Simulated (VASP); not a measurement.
Runs of VASP 6.6.1 on Ir. The structure is that of space group P6_3/mmc (No. 194), or close to it. The cells are those of the table. 

```csv
spin,cell,k mesh,smearing,gap on the mesh (eV),pressure (GPa),moment (μB)
"collinear, ferromagnetic start","a = 2.746, b = 2.746, c = 4.462 Å, angles 90.0, 90.0, 120.0°, 2 atoms",13 × 13 × 7,fermi-dirac 0.05 eV,none,(c),0.00
off,"a = 2.673, b = 2.673, c = 4.336 Å, angles 90.0, 90.0, 120.0°, 2 atoms",15 × 15 × 8,fermi-dirac 0.1 eV,none,36.0,-
off,"a = 2.749, b = 2.749, c = 4.458 Å, angles 90.0, 90.0, 120.0°, 2 atoms",7 × 7 × 4,fermi-dirac 0.1 eV,none,-0.8,-
"collinear, ferromagnetic start","a = 2.852, b = 2.852, c = 4.633 Å, angles 90.0, 90.0, 120.0°, 2 atoms",15 × 15 × 8,fermi-dirac 0.05 eV,none,-28.9,0.00
off,"a = 2.785, b = 2.785, c = 4.517 Å, angles 90.0, 90.0, 120.0°, 2 atoms",15 × 15 × 8,fermi-dirac 0.1 eV,none,(a),-
off,"a = 2.749, b = 2.749, c = 4.458 Å, angles 90.0, 90.0, 120.0°, 2 atoms",15 × 15 × 8,fermi-dirac 0.1 eV,none,0.3,-
off,"a = 2.634, b = 2.634, c = 4.272 Å, angles 90.0, 90.0, 120.0°, 2 atoms",15 × 15 × 8,fermi-dirac 0.1 eV,none,(b),-
off,"a = 2.820, b = 2.820, c = 4.574 Å, angles 90.0, 90.0, 120.0°, 2 atoms",15 × 15 × 8,fermi-dirac 0.1 eV,none,-21.4,-
```

Alike in all rows: task single point; level PBE; potentials or basis VASP PAW PBE potentials, release 64 (Ir); cutoff (eV) 520.

Problem. Fill in the values left out.

Solution. (a) -11.9; (b) 61.6; (c) 0.5.

Caveats: some runs use coarse meshes; spin-orbit coupling is left out, which moves the levels of the heavy elements.

A k mesh can miss the band edges, and the runs leave out spin-orbit coupling on Ir.

A gap of «none» marks levels without a gap at the run's occupations.
